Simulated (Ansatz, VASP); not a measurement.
## ZnS: VASP beside Ansatz

```
Zn S
1.0
     3.78157    0.00000    0.00000
     0.00000    6.20899    0.00000
     0.00000    0.00000   25.91645
Zn S
8 8
Direct
  0.00000 0.94769 0.30957
  0.50000 0.51187 0.32701
  0.50000 0.00043 0.41759
  0.00000 0.50394 0.45639
  0.00000 0.00394 0.54361
  0.50000 0.50043 0.58241
  0.50000 0.01187 0.67299
  0.00000 0.44769 0.69043
  0.00000 0.61187 0.28291
  0.50000 0.12893 0.33212
  0.50000 0.62650 0.41411
  0.00000 0.12877 0.45889
  0.00000 0.62877 0.54111
  0.50000 0.12650 0.58589
  0.50000 0.62893 0.66788
  0.00000 0.11187 0.71709
```

Alike in both runs: functional PBEsol; k mesh 7 × 5 × 1; occupations gaussian, width 0.05 eV; no spin polarisation.

Ansatz relaxed the structure, and its values are those at the end. VASP's run is a single point on that final structure, the one shown.

```csv
,VASP,Ansatz
version,VASP 6.6.1,Ansatz 0.2.0
potentials or method,"VASP PAW PBE potentials, release 64 (Zn, S), cutoff 520 eV","scalar-relativistic, plane waves, PAW"
valence electrons in the cell,144,144
```

|  | VASP | Ansatz | Ansatz less VASP |
| --- | --- | --- | --- |
| gap on the k mesh at the Fermi level (eV) | 2.24 | 2.23 | -0.008 |
| least direct gap on the mesh (eV) | 2.24 | 2.23 | -0.008 |
| rms of the force components (eV/Å) | 0.006 | 0.006 | +0.0003 |

VASP's potentials were made for PBE, not for PBEsol. With one functional, cell and mesh, what is left measures potentials, basis and numerics.
